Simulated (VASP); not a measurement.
# SnO2 (Cassiterite) (Cmmm) in VASP: a series of runs

Runs on SnO2 (Cassiterite). Level: PBE. Tasks: single point.

All numbers are computed with VASP 6.6.1; they aren't measurements. Logs are shortened: lines on timing, memory, paths and dates and some standing lists are left out, and cuts for length are marked.

## Step 1: The cell of the first run

Symmetry: Cmmm, No. 65, orthorhombic system. The conventional cell has a = 6.567 Å, b = 6.835 Å, c = 3.187 Å, α = 90.00°, β = 90.00°, γ = 90.00°. Within 2.7 Å of Sn (site symmetry mmm) lie 6 O at 2.04 to 2.10 Å. Sn (site symmetry mmm) has 6 O at 2.02 to 2.07 Å within 2.7 Å. Within 2.7 Å of O (site symmetry m2m) lie 3 Sn at 2.07 to 2.10 Å and 1 O at 2.64 Å. Within 2.7 Å of O (site symmetry 2mm) lie 3 Sn at 2.02 to 2.04 Å and 1 O at 2.53 Å.

## Step 2: Single point, PBE

INCAR

```
PREC = Accurate
ENCUT = 520
EDIFF = 1E-6
ISMEAR = -1
SIGMA = 0.05
LREAL = False
LASPH = True
NELM = 80
ALGO = Normal
ISIF = 2
LWAVE = False
LCHARG = True
GGA = PE
LELF = True
LVHAR = True
NBANDS = 35
```

KPOINTS

```
Automatic mesh
0
Gamma
  5 5 7
```

POSCAR

```
SnO2
1.0
    4.7380000000     -0.0947600000      0.0000000000
   -0.0947600000      4.7380000000      0.0000000000
    0.0000000000      0.0000000000      3.1865000000
Sn O
2 4
Direct
    0.5000000000      0.5000000000      0.5000000000
    0.0000000000      0.0000000000      0.0000000000
    0.8071000000      0.1929000000      0.5000000000
    0.6929000000      0.6929000000      0.0000000000
    0.1929000000      0.8071000000      0.5000000000
    0.3071000000      0.3071000000      0.0000000000
```

Potentials or basis: VASP PAW PBE potentials, release 64 (Sn_d, O).

The run is started by

```console
$ cat potpaw_PBE.64/Sn_d/POTCAR potpaw_PBE.64/O/POTCAR > POTCAR
$ mpirun -np 1 vasp_std > vasp.out
```

OUTCAR:

```text
PREC = Accurate
   ENCUT = 520
   EDIFF = 1E-6
   ISMEAR = -1
   LREAL = False
   LASPH = True
   NELM = 80
   ISIF = 2
   GGA = PE

 ion  position               nearest neighbor table
   1  0.500  0.500  0.500-   4 2.04   6 2.04   4 2.04   6 2.04   5 2.10   3 2.10   2 3.65   2 3.65
                             2 3.65   2 3.65
   2  0.000  0.000  0.000-   4 2.02   6 2.02   5 2.07   3 2.07   3 2.07   5 2.07   1 3.65   1 3.65
                             1 3.65   1 3.65
   3  0.807  0.193  0.500-   2 2.07   2 2.07   1 2.10
   4  0.693  0.693  0.000-   2 2.02   1 2.04   1 2.04
   5  0.193  0.807  0.500-   2 2.07   2 2.07   1 2.10
   6  0.307  0.307  0.000-   2 2.02   1 2.04   1 2.04

  LATTYP: Found a base centered orthorhombic cell.
 ALAT       =     6.5665329814
 B/A-ratio  =     1.0408163265
 C/A-ratio  =     0.4852636862

  Lattice vectors:

 A1 = (   4.7380000000,  -0.0947600000,   0.0000000000)
 A2 = (  -0.0947600000,   4.7380000000,   0.0000000000)
 A3 = (   0.0000000000,   0.0000000000,   3.1865000000)

Analysis of symmetry for initial positions (statically):
=====================================================================
 Subroutine PRICEL returns:
 Original cell was already a primitive cell.

 Routine SETGRP: Setting up the symmetry group for a
 base centered orthorhombic supercell.

 Subroutine GETGRP returns: Found  8 space group operations
 (whereof  8 operations were pure point group operations)
 out of a pool of  8 trial point group operations.

The static configuration has the point symmetry D_2h.

Analysis of symmetry for dynamics (positions and initial velocities):
=====================================================================
 Subroutine PRICEL returns:
 Original cell was already a primitive cell.

 Routine SETGRP: Setting up the symmetry group for a
 base centered orthorhombic supercell.

 Subroutine GETGRP returns: Found  8 space group operations
 (whereof  8 operations were pure point group operations)
 out of a pool of  8 trial point group operations.

The dynamic configuration has the point symmetry D_2h.

 Subroutine INISYM returns: Found  8 space group operations
 (whereof  8 operations are pure point group operations),
 and found     1 'primitive' translations

----------------------------------------------------------------------------------------

                                     Primitive cell

  volume of cell :      71.5040

  direct lattice vectors                    reciprocal lattice vectors
     4.738000000 -0.094760000  0.000000000     0.211143976  0.004222880  0.000000000
    -0.094760000  4.738000000  0.000000000     0.004222880  0.211143976  0.000000000
     0.000000000  0.000000000  3.186500000     0.000000000  0.000000000  0.313823945

  length of vectors
     4.738947505  4.738947505  3.186500000     0.211186201  0.211186201  0.313823945

  position of ions in fractional coordinates (direct lattice)
     0.500000000  0.500000000  0.500000000
     0.000000000  0.000000000  0.000000000
     0.807100000  0.192900000  0.500000000
     0.692900000  0.692900000  0.000000000
     0.192900000  0.807100000  0.500000000
     0.307100000  0.307100000  0.000000000

  ion indices of the primitive-cell ions
   primitive index   ion index
                 1           1
                 2           2
                 3           3
                 4           4
                 5           5
                 6           6

----------------------------------------------------------------------------------------

 KPOINTS: Automatic mesh

Automatic generation of k-mesh.
 Grid dimensions read from file:
 generate k-points for:    5    5    7

 Generating k-lattice:

  Cartesian coordinates                     Fractional coordinates (reciprocal lattice)
     0.042228795  0.000844576  0.000000000     0.200000000 -0.000000000  0.000000000
     0.000844576  0.042228795  0.000000000    -0.000000000  0.200000000  0.000000000
     0.000000000  0.000000000  0.044831992     0.000000000  0.000000000  0.142857143

  Length of vectors
     0.042237240  0.042237240  0.044831992

  Shift w.r.t. Gamma in fractional coordinates (k-lattice)
     0.000000000  0.000000000  0.000000000

 Subroutine IBZKPT returns following result:
 ===========================================

 Found     36 irreducible k-points:

 Following reciprocal coordinates:
            Coordinates               Weight
  0.000000  0.000000  0.000000      1.000000
  0.200000  0.000000  0.000000      4.000000
  0.400000  0.000000  0.000000      4.000000
  0.200000  0.200000  0.000000      2.000000
  0.400000  0.200000  0.000000      4.000000
 -0.400000  0.200000  0.000000      4.000000
[... 16 lines left out ...]
  0.400000  0.200000  0.285714      8.000000
 -0.400000  0.200000  0.285714      8.000000
 [... further k-points ...]
   k-points           NKPTS =     36   k-points in BZ     NKDIM =     36   number of bands    NBANDS=     35
   number of dos      NEDOS =    301   number of ions     NIONS =      6
   total plane-waves  NPLWV =  31104
   dimension x,y,z NGX =    36 NGY =   36 NGZ =   24
   dimension x,y,z NGXF=    72 NGYF=   72 NGZF=   48
   ions per type =               2   4
   NGX,Y,Z   is equivalent  to a cutoff of  12.63, 12.63, 12.52 a.u.
   NGXF,Y,Z  is equivalent  to a cutoff of  25.26, 25.26, 25.04 a.u.
 SYSTEM =  unknown system
   PREC   = accura    normal or accurate (medium, high low for compatibility)
   ISTART =      0    job   : 0-new  1-cont  2-samecut
   ICHARG =      2    charge: 1-file 2-atom 10-const
   ISPIN  =      1    spin polarized calculation?
   LNONCOLLINEAR =      F non collinear calculations
   LSORBIT =      F    spin-orbit coupling
   LASPH  =      T    aspherical Exc in radial PAW
   ENCUT  =  520.0 eV  38.22 Ry    6.18 a.u.   8.81  8.81  5.92*2*pi/ulx,y,z
   NELM   =     80;   NELMIN=  2; NELMDL= -5     # of ELM steps
   EDIFF  = 0.1E-05   stopping-criterion for ELM
   LREAL  =      F    real-space projection
   EDIFFG = 0.1E-04   stopping-criterion for IOM
   NSW    =      0    number of steps for IOM
   IBRION =     -1    ionic relax: 0-MD 1-quasi-New 2-CG
   NFREE  =      0    steps in history (QN), initial steepest desc. (CG)
   ISIF   =      2    stress and relaxation
   ISYM   =      2    0-nonsym 1-usesym 2-fastsym
   POTIM  = 0.5000    time-step for ionic-motion
   TEBEG  =    0.0;   TEEND  =   0.0 temperature during run
   PSTRESS=    0.0 pullay stress
   NELECT =      52.0000    total number of electrons
   NUPDOWN=      -1.0000    fix difference up-down
   EMIN   =  10.00;   EMAX   =-10.00  energy-range for DOS
   EFERMI =   0.00;   METHOD = LEGACY
   ISMEAR =    -1;   SIGMA  =   0.05  broadening in eV -4-tet -1-fermi 0-gaus
   EFERMI_NEDOS =   21; number of points for ismear=-14 and -15
   IALGO  =     38    algorithm
   IMIX   =      4    mixing-type and parameters
     AMIX     =   0.40;   BMIX     =  1.00
     AMIX_MAG =   1.60;   BMIX_MAG =  1.00
  volume/ion in A,a.u.               =      11.92        80.42
  Fermi-wavevector in a.u.,A,eV,Ry     =   1.472197  2.782048 29.488767  2.167363
  Thomas-Fermi vector in A             =   2.587241
   LORBIT       =      0    0 simple, 1 ext, 2 COOP (PROOUT), +10 PAW based schemes
   GGA     = PE    functional components
   LHFCALC =     F    Hartree Fock is set to
   AEXX    =    0.0000 exact exchange contribution
   IVDW    =     0    specifies the selected vdW correction
   LEPSILON=     F    determine dielectric tensor
   LRPA    =     F    only Hartree local field effects (RPA)
 non-spin polarized calculation
  energy-cutoff  :      520.00
  volume of cell :       71.50
 maximum number of plane-waves:      1941
   NGX = 17   NGY = 17   NGZ = 11

 number of electron      51.9999994 magnetization

 Free energy of the ion-electron system (eV)
  ---------------------------------------------------
  ext. energy  EPLUGINS =         0.00000000
  ---------------------------------------------------
  free energy    TOTEN  =       -37.08178487 eV

  energy without entropy =      -37.08178482  energy(sigma->0) =      -37.08178485

 E-fermi :   6.7860     XC(G=0): -11.2593

 val. band max:        6.1460956206   @ k =   0.0000   0.0000   0.0000
 cond. band min:       7.4163977217   @ k =   0.0000   0.0000   0.0000
 fundamental gap:      1.2703021011
 Fermi energy:         6.7860300255

 k-point     1 :       0.0000    0.0000    0.0000
  band No.  band energies     occupation
      1     -15.0213      2.00000
      2     -14.1817      2.00000
      3     -13.9969      2.00000
      4     -13.9212      2.00000
      5     -13.8216      2.00000
      6     -13.7765      2.00000
[... 27 lines left out ...]
     34      18.7001      0.00000
     35      18.7988      0.00000

 k-point     2 :       0.2000    0.0000    0.0000
  band No.  band energies     occupation
      1     -14.9579      2.00000
      2     -14.2520      2.00000
      3     -13.9946      2.00000
      4     -13.9468      2.00000
      5     -13.8172      2.00000
      6     -13.8041      2.00000
[... 27 lines left out ...]
     34      18.3931      0.00000
     35      18.7510      0.00000

 k-point     3 :       0.4000    0.0000    0.0000
  band No.  band energies     occupation
      1     -14.7881      2.00000
      2     -14.4675      2.00000
      3     -13.9909      2.00000
      4     -13.9748      2.00000
      5     -13.8198      2.00000
      6     -13.8097      2.00000
[... 27 lines left out ...]
     34      18.4679      0.00000
     35      18.7462      0.00000

 k-point     4 :       0.2000    0.2000    0.0000
  band No.  band energies     occupation
      1     -14.8589      2.00000
      2     -14.3955      2.00000
      3     -13.9907      2.00000
      4     -13.9518      2.00000
      5     -13.8224      2.00000
      6     -13.8130      2.00000
[... 27 lines left out ...]
     34      18.2714      0.00000
     35      18.6993      0.00000

 k-point     5 :       0.4000    0.2000    0.0000
  band No.  band energies     occupation
      1     -14.7444      2.00000
      2     -14.5760      2.00000
      3     -13.9912      2.00000
      4     -13.9713      2.00000
      5     -13.8119      2.00000
      6     -13.8075      2.00000
[... 638 lines left out ...]
 k-point    22 :       0.2000    0.2000    0.2857
  band No.  band energies     occupation
      1     -14.8415      2.00000
      2     -14.4146      2.00000
      3     -14.2856      2.00000
      4     -13.9244      2.00000
      5     -13.8688      2.00000
      6     -13.7981      2.00000
[... 27 lines left out ...]
     34      18.3741      0.00000
     35      18.7023      0.00000

 k-point    23 :       0.4000    0.2000    0.2857
  band No.  band energies     occupation
      1     -14.8345      2.00000
      2     -14.4770      2.00000
      3     -14.1794      2.00000
      4     -14.0477      2.00000
      5     -13.8557      2.00000
      6     -13.7948      2.00000
[... 27 lines left out ...]
     34      18.4943      0.00000
     35      18.7206      0.00000

 k-point    24 :      -0.4000    0.2000    0.2857
  band No.  band energies     occupation
      1     -14.7481      2.00000
      2     -14.5559      2.00000
      3     -14.2716      2.00000
      4     -13.9962      2.00000
      5     -13.8507      2.00000
      6     -13.7956      2.00000
[... 27 lines left out ...]
     34      18.3929      0.00000
     35      18.7628      0.00000

 [... further k-points ...]

------------------------ aborting loop because EDIFF is reached ----------------------------------------

  FORCE on cell =-STRESS in cart. coord.  units (eV):
  Direction    XX          YY          ZZ          XY          YZ          ZX
  --------------------------------------------------------------------------------------
  -------------------------------------------------------------------------------------
  Total        4.9807695      4.9807695      6.3706787      3.7766816      0.0000000      0.0000000
  in kB      111.6032256    111.6032256    142.7466751     84.6234403      0.0000000      0.0000000
  external PRESSURE =     121.9843755 kB  Pullay stress =       0.0000000 kB

 VOLUME and BASIS-vectors are now :
 -----------------------------------------------------------------------------
  energy-cutoff  :      520.00
  volume of cell :       71.50
      direct lattice vectors                 reciprocal lattice vectors
     4.738000000 -0.094760000  0.000000000     0.211143976  0.004222880  0.000000000
    -0.094760000  4.738000000  0.000000000     0.004222880  0.211143976  0.000000000
     0.000000000  0.000000000  3.186500000     0.000000000  0.000000000  0.313823945

 POSITION                                       TOTAL-FORCE (eV/Angst)
 -----------------------------------------------------------------------------------
      2.32162      2.32162      1.59325        -0.000000      0.000000      0.000000
      0.00000      0.00000      0.00000        -0.000000      0.000000      0.000000
      3.80576      0.83748      1.59325        -0.274222      0.274222      0.000000
      3.21730      3.21730      0.00000         0.092430      0.092430     -0.000000
      0.83748      3.80576      1.59325         0.274222     -0.274222     -0.000000
      1.42594      1.42594      0.00000        -0.092430     -0.092430      0.000000
 -----------------------------------------------------------------------------------
    total drift:                               -0.000000      0.000000      0.000000

  FREE ENERGIE OF THE ION-ELECTRON SYSTEM (eV)
  ---------------------------------------------------
  free  energy   TOTEN  =       -37.0817848723 eV

  energy  without entropy=      -37.0817848184  energy(sigma->0) =      -37.08178485
```

Run time: 3.1 min. Hardware: 1 thread of AMD EPYC 7R13, shared host; peak memory 0.18 GiB.

Results:

```yaml
Free_energy: -37.0818 eV
Pressure: 12.2 GPa
Largest_force: 0.388 eV/Å
Band_gap_on_the_k_mesh: 1.27 eV, direct
```

Forces on the atoms (eV/Å):
```
Sn   0.000  0.000  0.000
Sn   0.000  0.000  0.000
O   -0.274  0.274  0.000
O    0.092  0.092  0.000
O    0.274 -0.274  0.000
O   -0.092 -0.092  0.000
```

Stress tensor (GPa, compression positive):
```
11.16  8.46  0.00
 8.46 11.16  0.00
 0.00  0.00 14.27
```

Caveat: spin-orbit coupling is left out, which moves the levels of the heavy elements. A hybrid or GW would open this gap; PBE tends to underestimate it.

## Step 3: Single point, PBE

INCAR

```
  ALGO = Normal
  EDIFF = 1E-6
  ENCUT = 520
  GGA = PE
  ISIF = 2
  ISMEAR = -1
  LASPH = T
  LCHARG = F
  LREAL = F
  LWAVE = F
  NBANDS = 35
  NELM = 80
  PREC = Accurate
  SIGMA = 0.05
```

KPOINTS

```
k-points
0
Gamma
  5 5 7
```

POSCAR, as its differences from that of step 2:

```diff
@@ -2,4 +2,4 @@
 1.0
-    4.7380000000     -0.0947600000      0.0000000000
-   -0.0947600000      4.7380000000      0.0000000000
+    4.7380000000      0.0947600000      0.0000000000
+    0.0947600000      4.7380000000      0.0000000000
     0.0000000000      0.0000000000      3.1865000000
```

Potentials or basis: VASP PAW PBE potentials, release 64 (Sn_d, O).

The run is started by

```console
$ cat potpaw_PBE.64/Sn_d/POTCAR potpaw_PBE.64/O/POTCAR > POTCAR
$ mpirun -np 1 vasp_std > vasp.out
```

Wall time 2.4 min (1 thread of AMD EPYC 7R13, shared host); peak memory 0.18 GiB.

The run converged. Its results:

```yaml
Free_energy: -37.0818 eV
Pressure: 12.2 GPa
Largest_force: 0.388 eV/Å
Band_gap_on_the_k_mesh: 1.27 eV, direct
```

Forces in eV/Å, atoms in the order of the input:
```
Sn   0.000  0.000  0.000
Sn   0.000  0.000  0.000
O   -0.092  0.092  0.000
O    0.274  0.274  0.000
O    0.092 -0.092  0.000
O   -0.274 -0.274  0.000
```

Stress tensor (GPa, compression positive):
```
11.16 -8.46  0.00
-8.46 11.16  0.00
 0.00  0.00 14.27
```

Levels at points of the mesh, in eV from the valence-band top:
| k point | band 22 | band 23 | band 24 | band 25 | band 26 | band 27 | band 28 | band 29 | band 30 | band 31 |
| --- | --- | --- | --- | --- | --- | --- | --- | --- | --- | --- |
| (0.00, 0.00, 0.00) | -1.42 | -1.03 | -0.88 | -0.65 | 0.00 | 1.27 | 6.16 | 6.24 | 6.45 | 10.49 |

Caveat: spin-orbit coupling is left out, which moves the levels of the heavy elements. A hybrid or GW would open this gap; PBE tends to underestimate it.
